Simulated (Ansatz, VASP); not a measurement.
One calculation of SiC, two programs

```
Si C
1.0
     0.00000    2.50970    1.63130
     2.50970    0.00000    1.63130
     2.50970    2.50970    0.00000
Si C
1 1
Cartesian
  0.0000 0.0000 0.0000
  3.7645 3.7645 2.4470
```

Alike in both runs: task single point; functional PBEsol; k mesh 12 × 12 × 12; occupations gaussian, width 0.05 eV; no spin polarisation.

```csv
,VASP,Ansatz
version,VASP 6.6.1,Ansatz 0.2.0
potentials or method,"VASP PAW PBE potentials, release 64 (Si, C), cutoff 520 eV","scalar-relativistic, plane waves, PAW"
valence electrons in the cell,8,8
```

VASP gave:

* gap on the k mesh at the Fermi level (eV): none
* pressure (GPa): -11.5
* traceless stress, the component that is largest in VASP (GPa): 32.06

Task: Estimate Ansatz's values.

Result: gap on the k mesh at the Fermi level (eV): none; pressure (GPa): -11.9; traceless stress, the component that is largest in VASP (GPa): 32.19.

VASP's potentials were made for PBE, not for PBEsol. A gap of «none» marks a metal or a gap that the smearing closes.
